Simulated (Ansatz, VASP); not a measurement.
**One calculation of ZnO, two programs**

```xyz
4
Lattice="3.3259 0.0000 0.0000 -1.6630 2.8804 0.0000 0.0000 0.0000 5.3568" Properties=species:S:1:pos:R:3 pbc="T T T"
Zn    0.0000    1.9202    2.6766
Zn    1.6630    0.9601   -0.0018
O     1.6630    0.9601    2.0321
O     0.0000    1.9202    4.7105
```

Change from the starting cell: hydrostatic strain +2.8%.

Alike in both runs: task single point; functional r2SCAN; k mesh 12 × 12 × 6; no spin polarisation.

|  | VASP | Ansatz |
| --- | --- | --- |
| version | VASP 6.6.1 | Ansatz 0.2.0 |
| potentials or method | VASP PAW PBE potentials, release 64 (Zn, O) | plane waves, PAW |
| plane-wave cutoff (eV) | 520 | 500 |
| occupations | gaussian, width 0.01 eV | fixed |
| valence electrons in the cell | 36 | 36 |

|  | VASP | Ansatz | Ansatz less VASP |
| --- | --- | --- | --- |
| gap on the k mesh at the Fermi level (eV) | 1.10 | 1.11 | +0.007 |
| pressure (GPa) | -9.6 | -10.4 | -0.72 |
| traceless stress, the component that is largest in VASP (GPa) | -0.04 | 0.09 | +0.136 |

VASP's potentials were made for PBE, not for r2SCAN.
